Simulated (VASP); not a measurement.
Write the native input for VASP 6.6.1 that does the following.

* Task: single point
* Functional: PBEsol
* Potentials or basis: VASP PAW PBE potentials, release 64 (Ag)
* Cutoff: 520 eV
* k mesh: 13 × 13 × 1
* Occupations: methfessel-paxton, width 0.1 eV
* Spin: no spin polarisation
* Dipole correction: yes
* Further INCAR settings: ALGO = Normal; EDIFF = 1e-06; NBANDS = 48

The structure of Ag lies in POSCAR:

```
Ag
1.0
    2.8663098917      0.0000000000      0.0000000000
    1.4331549458      2.4822971813      0.0000000000
    0.0000000000      0.0000000000     30.0419933590
Ag
7
Direct
    0.0000000000      0.0000000000      0.2661481285
    0.3333333333      0.3333333333      0.3438996863
    0.6666666667      0.6666666667      0.4218194308
    0.0000000000      0.0000000000      0.4999999992
    0.3333333333      0.3333333333      0.5781805677
    0.6666666667      0.6666666667      0.6561003133
    0.0000000000      0.0000000000      0.7338518741
```

The input as run:

INCAR

```
SYSTEM = Ag
  ALGO = Normal
  DIPOL = 0.5 0.5 0.500
  EDIFF = 1E-6
  ENCUT = 520
  GGA = PS
  IDIPOL = 3
  ISIF = 2
  ISMEAR = 1
  LASPH = .True.
  LCHARG = .True.
  LDIPOL = .True.
  LELF = .True.
  LREAL = .False.
  LVACPOTAV = .True.
  LVHAR = .True.
  LWAVE = .False.
  NBANDS = 48
  NELM = 60
  PREC = Accurate
  SIGMA = 0.1
```

KPOINTS

```
k-points
0
Gamma
  13 13 1
  0 0 0
```

Potentials or basis: VASP PAW PBE potentials, release 64 (Ag).

Command:

```console
$ cat potpaw_PBE.64/Ag/POTCAR > POTCAR
$ mpirun -np 1 vasp_std > vasp.out
```

Results of the run:

```yaml
Largest_force: 0.005 eV/Å
```

Caveat: the PAW data sets were made with another functional, which shifts forces and pressure a little.

It took 3.3 min on 1 thread of AMD EPYC 9R45 96-Core Processor (Zen 5), on a shared host, peak memory 0.39 GiB.
